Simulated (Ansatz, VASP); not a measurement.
**GaN: VASP beside Ansatz**

```
Ga N
1.0
     3.21843    0.06035    0.00000
    -1.55695    2.75707    0.00000
     0.00000    0.00000    5.24303
Ga N
2 2
Direct
  0.33333 0.66667 0.99913
  0.66667 0.33333 0.49913
  0.33333 0.66667 0.37587
  0.66667 0.33333 0.87587
```

Change from the starting cell: strain +0.0375 x Voigt [0, 0, 0, 0, 0, 1], atoms carried along.

Alike in both runs: task single point; functional PBE; k mesh 12 × 12 × 6; occupations gaussian, width 0.05 eV; no spin polarisation.

|  | VASP | Ansatz |
| --- | --- | --- |
| version | VASP 6.6.1 | Ansatz 0.2.0 |
| potentials or method | VASP PAW PBE potentials, release 64 (Ga_d, N), cutoff 520 eV | scalar-relativistic, plane waves, PAW |
| valence electrons in the cell | 36 | 36 |

VASP gave:

| Quantity | Value |
| --- | --- |
| gap on the k mesh at the Fermi level (eV) | 1.63 |
| least direct gap on the mesh (eV) | 1.63 |
| pressure (GPa) | 0.4 |
| traceless stress, the component that is largest in VASP (GPa) | -5.33 |
| rms of the force components (eV/Å) | 0.165 |

Q: Estimate Ansatz's values.

A: gap on the k mesh at the Fermi level (eV): 1.62; least direct gap on the mesh (eV): 1.62; pressure (GPa): 0.2; traceless stress, the component that is largest in VASP (GPa): -5.34; rms of the force components (eV/Å): 0.168.

Atom by atom the forces differ by 0.003 eV/Å (rms over components).
